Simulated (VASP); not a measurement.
Set up this calculation in VASP 6.6.1, as the native input.

```
Task                   : single point
Functional             : PBEsol
Potentials or basis    : VASP PAW PBE potentials, release 64 (Al, Ga_d, N)
Cutoff                 : 520 eV
k mesh                 : 6 × 6 × 3
Occupations            : gaussian, width 0.05 eV
Spin                   : no spin polarisation
Dipole correction      : no
Further INCAR settings : LREAL = Auto; ALGO = Normal; EDIFF = 1e-06; NBANDS = 76
```

The structure of AlGa3N4 lies in POSCAR:

```
AlGa3N4
1.0
    0.0000000000     -4.4676279353      0.0000000000
    0.0000000000      0.0000000000     -4.4676279353
   10.9352558707      0.0000000000      0.0000000000
Al Ga N
2 6 8
Direct
    1.0000000000      1.0000000000      0.6649194633
    1.0000000000      1.0000000000      0.2563667977
    0.5000000000      1.0000000000      0.0520904649
    0.5000000000      1.0000000000      0.4606431305
    1.0000000000      0.5000000000      0.0520904649
    1.0000000000      0.5000000000      0.4606431305
    0.5000000000      0.5000000000      0.6649194633
    0.5000000000      0.5000000000      0.2563667977
    0.2449690796      0.7550309204      0.1562840272
    0.2449690796      0.7550309204      0.5648366928
    0.7550309204      0.2449690796      0.1562840272
    0.7550309204      0.2449690796      0.5648366928
    0.2449690796      0.2449690796      0.7650022338
    0.2449690796      0.2449690796      0.3564495682
    0.7550309204      0.7550309204      0.7650022338
    0.7550309204      0.7550309204      0.3564495682
```

This cell differs from its parent crystal: the distance across one plane changed.

One way to write it, as run:

INCAR

```
SYSTEM = AlGa3N4
  PREC = Accurate
  ENCUT = 520
  EDIFF = 1E-6
  ISMEAR = 0
  SIGMA = 0.05
  LREAL = Auto
  LASPH = .True.
  NELM = 100
  ALGO = Normal
  ISIF = 2
  LWAVE = .False.
  LCHARG = .True.
  GGA = PS
  LELF = .True.
  LVHAR = .True.
  NBANDS = 76
```

KPOINTS

```
regular mesh
0
Gamma
  6 6 3
  0 0 0
```

Potentials or basis: VASP PAW PBE potentials, release 64 (Al, Ga_d, N).

Command:

```sh
$ cat potpaw_PBE.64/Al/POTCAR potpaw_PBE.64/Ga_d/POTCAR potpaw_PBE.64/N/POTCAR > POTCAR
$ mpirun -np 1 vasp_std > vasp.out
```

Results of the run:

```json
{"Pressure": "-2.4 GPa", "Largest force": "2.130 eV/Å", "Band gap on the k mesh": "zero (bands 62 and 63 overlap by 0.20 eV)"}
```

Caveat: the cell differs from its parent crystal (the distance across one plane changed); semilocal functionals underestimate gaps, so a narrow gap can read as zero; the PAW data sets were made with another functional, which shifts forces and pressure a little.

Wall time 5.8 min on 1 thread of Intel(R) Xeon(R) 6975P-C (Granite Rapids), with other jobs on the host, peak memory 0.48 GiB.
